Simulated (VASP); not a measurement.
# Br (Im-3m) in VASP: a series of runs

Br is run at these levels: PBE; tasks: single point, relaxation of cell and atoms.

All numbers are computed with VASP 6.6.1; they aren't measurements. Logs are shortened: lines on timing, memory, paths and dates and some standing lists are left out, and cuts for length are marked.

## (1) The cell of the first run

Symmetry: Im-3m, No. 229, cubic system. Conventional cell: a = 3.528 Å, b = 3.528 Å, c = 3.528 Å, α = 90.00°, β = 90.00°, γ = 90.00°. Br (site symmetry m-3m) has 14 Br at 3.06 to 3.53 Å within 4.0 Å.

## (2) Single point, PBE

The input, INCAR:

```
  PREC = Accurate
  ENCUT = 500
  EDIFF = 1E-6
  ISMEAR = -1
  SIGMA = 0.05
  LREAL = False
  LASPH = True
  NELM = 120
  ALGO = Normal
  ISIF = 2
  LWAVE = False
  LCHARG = False
  GGA = PE
  NBANDS = 10
  GGA_COMPAT = False
```

The input, KPOINTS:

```
Automatic mesh
0
Gamma
  8 8 8
```

The input, POSCAR:

```
Br
1.0
    1.7640342253      1.7640342253      1.7640342253
   -1.7640342253      1.7640342253      1.7640342253
   -1.7640342253     -1.7640342253      1.7640342253
Br
1
Direct
    0.0000000000      0.0000000000      0.0000000000
```

Potentials or basis: VASP PAW PBE potentials, release 64 (Br).

Run with:

```bash
$ cat potpaw_PBE.64/Br/POTCAR > POTCAR
$ mpirun -np 1 vasp_std > vasp.out
```

OUTCAR:

```text
PREC = Accurate
   ENCUT = 500
   EDIFF = 1E-6
   ISMEAR = -1
   LREAL = False
   LASPH = True
   NELM = 120
   ISIF = 2
   GGA = PE

 ion  position               nearest neighbor table
   1  0.000  0.000  0.000-

  LATTYP: Found a body centered cubic cell.
 ALAT       =     3.5280684506

  Lattice vectors:

 A1 = (   1.7640342253,  -1.7640342253,  -1.7640342253)
 A2 = (   1.7640342253,   1.7640342253,   1.7640342253)
 A3 = (  -1.7640342253,  -1.7640342253,   1.7640342253)

Analysis of symmetry for initial positions (statically):
=====================================================================
 Subroutine PRICEL returns:
 Original cell was already a primitive cell.

 Routine SETGRP: Setting up the symmetry group for a
 body centered cubic supercell.

 Subroutine GETGRP returns: Found 48 space group operations
 (whereof 48 operations were pure point group operations)
 out of a pool of 48 trial point group operations.

The static configuration has the point symmetry O_h .

Analysis of symmetry for dynamics (positions and initial velocities):
=====================================================================
 Subroutine PRICEL returns:
 Original cell was already a primitive cell.

 Routine SETGRP: Setting up the symmetry group for a
 body centered cubic supercell.

 Subroutine GETGRP returns: Found 48 space group operations
 (whereof 48 operations were pure point group operations)
 out of a pool of 48 trial point group operations.

The dynamic configuration has the point symmetry O_h .

 Subroutine INISYM returns: Found 48 space group operations
 (whereof 48 operations are pure point group operations),
 and found     1 'primitive' translations

----------------------------------------------------------------------------------------

                                     Primitive cell

  volume of cell :      21.9574

  direct lattice vectors                    reciprocal lattice vectors
     1.764034225  1.764034225  1.764034225     0.283441213  0.000000000  0.283441213
    -1.764034225  1.764034225  1.764034225    -0.283441213  0.283441213  0.000000000
    -1.764034225 -1.764034225  1.764034225     0.000000000 -0.283441213  0.283441213

  length of vectors
     3.055396905  3.055396905  3.055396905     0.400846407  0.400846407  0.400846407

  position of ions in fractional coordinates (direct lattice)
     0.000000000  0.000000000  0.000000000

  ion indices of the primitive-cell ions
   primitive index   ion index
                 1           1

----------------------------------------------------------------------------------------

 KPOINTS: Automatic mesh

Automatic generation of k-mesh.
 Grid dimensions read from file:
 generate k-points for:    8    8    8

 Generating k-lattice:

  Cartesian coordinates                     Fractional coordinates (reciprocal lattice)
     0.035430152  0.000000000  0.035430152     0.125000000  0.000000000  0.000000000
    -0.035430152  0.035430152  0.000000000     0.000000000  0.125000000  0.000000000
     0.000000000 -0.035430152  0.035430152     0.000000000  0.000000000  0.125000000

  Length of vectors
     0.050105801  0.050105801  0.050105801

  Shift w.r.t. Gamma in fractional coordinates (k-lattice)
     0.000000000  0.000000000  0.000000000

 Subroutine IBZKPT returns following result:
 ===========================================

 Found     29 irreducible k-points:

 Following reciprocal coordinates:
            Coordinates               Weight
  0.000000  0.000000  0.000000      1.000000
  0.125000  0.000000  0.000000     12.000000
  0.250000  0.000000  0.000000     12.000000
  0.375000  0.000000  0.000000     12.000000
  0.500000  0.000000  0.000000      6.000000
  0.250000  0.125000  0.000000     24.000000
[... 16 lines left out ...]
  0.375000  0.250000  0.250000     24.000000
  0.500000  0.250000  0.250000     12.000000
 [... further k-points ...]
   k-points           NKPTS =     29   k-points in BZ     NKDIM =     29   number of bands    NBANDS=     10
   number of dos      NEDOS =    301   number of ions     NIONS =      1
   total plane-waves  NPLWV =  13824
   dimension x,y,z NGX =    24 NGY =   24 NGZ =   24
   dimension x,y,z NGXF=    48 NGYF=   48 NGZF=   48
   ions per type =               1
   NGX,Y,Z   is equivalent  to a cutoff of  13.06, 13.06, 13.06 a.u.
   NGXF,Y,Z  is equivalent  to a cutoff of  26.12, 26.12, 26.12 a.u.
 SYSTEM =  unknown system
   PREC   = accura    normal or accurate (medium, high low for compatibility)
   ISTART =      0    job   : 0-new  1-cont  2-samecut
   ICHARG =      2    charge: 1-file 2-atom 10-const
   ISPIN  =      1    spin polarized calculation?
   LNONCOLLINEAR =      F non collinear calculations
   LSORBIT =      F    spin-orbit coupling
   LASPH  =      T    aspherical Exc in radial PAW
   ENCUT  =  500.0 eV  36.75 Ry    6.06 a.u.   5.57  5.57  5.57*2*pi/ulx,y,z
   NELM   =    120;   NELMIN=  2; NELMDL= -5     # of ELM steps
   EDIFF  = 0.1E-05   stopping-criterion for ELM
   LREAL  =      F    real-space projection
   EDIFFG = 0.1E-04   stopping-criterion for IOM
   NSW    =      0    number of steps for IOM
   IBRION =     -1    ionic relax: 0-MD 1-quasi-New 2-CG
   NFREE  =      0    steps in history (QN), initial steepest desc. (CG)
   ISIF   =      2    stress and relaxation
   ISYM   =      2    0-nonsym 1-usesym 2-fastsym
   POTIM  = 0.5000    time-step for ionic-motion
   TEBEG  =    0.0;   TEEND  =   0.0 temperature during run
   PSTRESS=    0.0 pullay stress
   NELECT =       7.0000    total number of electrons
   NUPDOWN=      -1.0000    fix difference up-down
   EMIN   =  10.00;   EMAX   =-10.00  energy-range for DOS
   EFERMI =   0.00;   METHOD = LEGACY
   ISMEAR =    -1;   SIGMA  =   0.05  broadening in eV -4-tet -1-fermi 0-gaus
   EFERMI_NEDOS =   21; number of points for ismear=-14 and -15
   IALGO  =     38    algorithm
   IMIX   =      4    mixing-type and parameters
     AMIX     =   0.40;   BMIX     =  1.00
     AMIX_MAG =   1.60;   BMIX_MAG =  1.00
  volume/ion in A,a.u.               =      21.96       148.18
  Fermi-wavevector in a.u.,A,eV,Ry     =   1.118357  2.113389 17.017115  1.250723
  Thomas-Fermi vector in A             =   2.254988
   LORBIT       =      0    0 simple, 1 ext, 2 COOP (PROOUT), +10 PAW based schemes
   GGA     = PE    functional components
   LHFCALC =     F    Hartree Fock is set to
   AEXX    =    0.0000 exact exchange contribution
   IVDW    =     0    specifies the selected vdW correction
   LEPSILON=     F    determine dielectric tensor
   LRPA    =     F    only Hartree local field effects (RPA)
 non-spin polarized calculation
  energy-cutoff  :      500.00
  volume of cell :       21.96
 maximum number of plane-waves:       586
 NGX is ok and might be reduce to    24
   NGX = 11   NGY = 11   NGZ = 11

 number of electron       7.0000002 magnetization

 Free energy of the ion-electron system (eV)
  ---------------------------------------------------
  ext. energy  EPLUGINS =         0.00000000
  ---------------------------------------------------
  free energy    TOTEN  =        -0.88534779 eV

  energy without entropy =       -0.87090333  energy(sigma->0) =       -0.87812556

 E-fermi :   3.7638     XC(G=0): -10.1823

 val. band max:        3.7111659276   @ k =  -0.3750   0.2500  -0.0000
 cond. band min:       3.7771804603   @ k =   0.2500   0.1250   0.1250
 fundamental gap:      0.0660145327
 Fermi energy:         3.7637610888

 k-point     1 :       0.0000    0.0000    0.0000
  band No.  band energies     occupation
      1     -12.9150      2.00000
      2       4.8882      0.00000
      3       4.8882      0.00000
      4       4.8882      0.00000
      5      12.9103      0.00000
      6      16.5538      0.00000
      7      16.5538      0.00000
      8      16.5538      0.00000
      9      19.5487      0.00000
     10      19.5487      0.00000

 k-point     2 :       0.1250    0.0000    0.0000
  band No.  band energies     occupation
      1     -12.6696      2.00000
      2       3.5251      1.98322
      3       4.4955      0.00000
      4       4.8277      0.00000
      5      13.8095      0.00000
      6      15.6514      0.00000
      7      16.1595      0.00000
      8      17.6204      0.00000
      9      18.5593      0.00000
     10      19.0863      0.00000

 k-point     3 :       0.2500    0.0000    0.0000
  band No.  band energies     occupation
      1     -11.9947      2.00000
      2       0.9774      2.00000
      3       3.7001      1.56266
      4       4.6760      0.00000
      5      12.8390      0.00000
      6      14.2787      0.00000
      7      17.5531      0.00000
      8      19.0491      0.00000
      9      19.9131      0.00000
     10      20.4215      0.00000

 k-point     4 :       0.3750    0.0000    0.0000
  band No.  band energies     occupation
      1     -11.1402      2.00000
      2      -1.2512      2.00000
      3       3.0457      2.00000
      4       4.5183      0.00000
      5      11.5401      0.00000
      6      13.3371      0.00000
      7      19.5219      0.00000
      8      20.0072      0.00000
      9      22.0664      0.00000
     10      24.3302      0.00000

 k-point     5 :       0.5000    0.0000    0.0000
  band No.  band energies     occupation
      1     -10.6964      2.00000
      2      -2.1841      2.00000
      3       2.8034      2.00000
      4       4.4517      0.00000
      5      11.0831      0.00000
      6      13.0121      0.00000
      7      21.2426      0.00000
      8      21.6281      0.00000
      9      21.7110      0.00000
     10      22.3007      0.00000

 k-point     6 :       0.2500    0.1250    0.0000
  band No.  band energies     occupation
      1     -12.2077      2.00000
      2       1.8124      2.00000
      3       3.8770      0.18804
      4       4.4716      0.00000
      5      14.0357      0.00000
      6      14.8597      0.00000
      7      15.9390      0.00000
      8      18.0019      0.00000
      9      20.0290      0.00000
     10      20.4058      0.00000

 k-point     7 :       0.3750    0.1250   -0.0000
  band No.  band energies     occupation
      1     -11.4251      2.00000
      2      -0.2505      2.00000
      3       2.7983      2.00000
      4       4.1949      0.00036
      5      12.8495      0.00000
      6      14.1888      0.00000
      7      17.3791      0.00000
      8      19.4060      0.00000
      9      21.5852      0.00000
     10      23.4188      0.00000

 k-point     8 :       0.5000    0.1250   -0.0000
  band No.  band energies     occupation
      1     -10.7220      2.00000
      2      -1.7358      2.00000
      3       2.1482      2.00000
      4       4.0268      0.01034
      5      12.0556      0.00000
      6      13.8689      0.00000
      7      18.7938      0.00000
      8      20.5039      0.00000
      9      23.0714      0.00000
     10      24.3124      0.00000

 k-point     9 :       0.5000    0.2500    0.0000
  band No.  band energies     occupation
      1     -10.7472      2.00000
      2      -1.0480      2.00000
      3       1.1588      2.00000
      4       3.8282      0.43237
      5      12.9909      0.00000
      6      14.8148      0.00000
      7      18.0092      0.00000
      8      19.6101      0.00000
      9      22.4036      0.00000
     10      24.9389      0.00000
[... 118 lines left out ...]
 k-point    19 :       0.1250    0.5000    0.1250
  band No.  band energies     occupation
      1     -10.8850      2.00000
      2      -1.0207      2.00000
      3       1.9420      2.00000
      4       2.9982      2.00000
      5      14.2274      0.00000
      6      14.5438      0.00000
      7      18.4584      0.00000
      8      21.1431      0.00000
      9      21.3734      0.00000
     10      25.5528      0.00000

 k-point    20 :       0.1250   -0.3750    0.1250
  band No.  band energies     occupation
      1     -10.5285      2.00000
      2      -1.5499      2.00000
      3       1.3542      2.00000
      4       2.8346      2.00000
      5      13.9869      0.00000
      6      14.5851      0.00000
      7      20.3583      0.00000
      8      21.8236      0.00000
      9      22.5937      0.00000
     10      23.6635      0.00000

 k-point    21 :       0.2500   -0.3750    0.1250
  band No.  band energies     occupation
      1     -10.4600      2.00000
      2      -0.9140      2.00000
      3       0.5055      2.00000
      4       2.1810      2.00000
      5      14.8367      0.00000
      6      16.6069      0.00000
      7      18.5169      0.00000
      8      21.8476      0.00000
      9      22.6933      0.00000
     10      25.7908      0.00000

 k-point    22 :       0.2500    0.2500    0.2500
  band No.  band energies     occupation
      1     -11.1667      2.00000
      2       0.7855      2.00000
      3       2.3679      2.00000
      4       2.3679      2.00000
      5      12.1477      0.00000
      6      16.1944      0.00000
      7      17.6157      0.00000
      8      17.6157      0.00000
      9      19.2813      0.00000
     10      22.5956      0.00000

 k-point    23 :       0.3750    0.2500    0.2500
  band No.  band energies     occupation
      1     -10.4270      2.00000
      2      -0.4593      2.00000
      3       1.6597      2.00000
      4       2.0901      2.00000
      5      11.3906      0.00000
      6      14.5500      0.00000
      7      17.4137      0.00000
      8      18.1916      0.00000
      9      22.6960      0.00000
     10      23.7558      0.00000

 k-point    24 :       0.5000    0.2500    0.2500
  band No.  band energies     occupation
      1     -10.0586      2.00000
      2      -1.1377      2.00000
      3       1.4005      2.00000
      4       2.1070      2.00000
      5      11.5442      0.00000
      6      13.4519      0.00000
      7      17.1573      0.00000
      8      17.9125      0.00000
      9      26.5341      0.00000
     10      26.7143      0.00000

 [... further k-points ...]
[... 5 lines left out ...]
  --------------------------------------------------------------------------------------
  -------------------------------------------------------------------------------------
  Total        1.3689292      1.3689292      1.3689292      0.0000000      0.0000000      0.0000000
  in kB       99.8873662     99.8873662     99.8873662      0.0000000      0.0000000      0.0000000
  external PRESSURE =      99.8873662 kB  Pullay stress =       0.0000000 kB

 VOLUME and BASIS-vectors are now :
 -----------------------------------------------------------------------------
  energy-cutoff  :      500.00
  volume of cell :       21.96
      direct lattice vectors                 reciprocal lattice vectors
     1.764034225  1.764034225  1.764034225     0.283441213  0.000000000  0.283441213
    -1.764034225  1.764034225  1.764034225    -0.283441213  0.283441213  0.000000000
    -1.764034225 -1.764034225  1.764034225     0.000000000 -0.283441213  0.283441213

 POSITION                                       TOTAL-FORCE (eV/Angst)
 -----------------------------------------------------------------------------------
      0.00000      0.00000      0.00000         0.000000      0.000000     -0.000000
 -----------------------------------------------------------------------------------
    total drift:                               -0.000000     -0.000000      0.000000

  FREE ENERGIE OF THE ION-ELECTRON SYSTEM (eV)
  ---------------------------------------------------
  free  energy   TOTEN  =        -0.8853477872 eV

  energy  without entropy=       -0.8709033252  energy(sigma->0) =       -0.87812556
```

It took 2.9 s on 1 thread of Intel Xeon Platinum 8375C at 2.90GHz (Ice Lake), shared host; peak memory 0.13 GiB.

What came out:

```yaml
Free_energy: -0.8853 eV
Pressure: 10.0 GPa
Band_gap_on_the_k_mesh: zero (an odd number of electrons rules out a gap without spin polarisation)
```

Caveat: the cell stands under pressure; an odd number of electrons without spin polarisation forces a metal; a magnetic or distorted state may lie lower.

(Continued in part 2 of 2.)
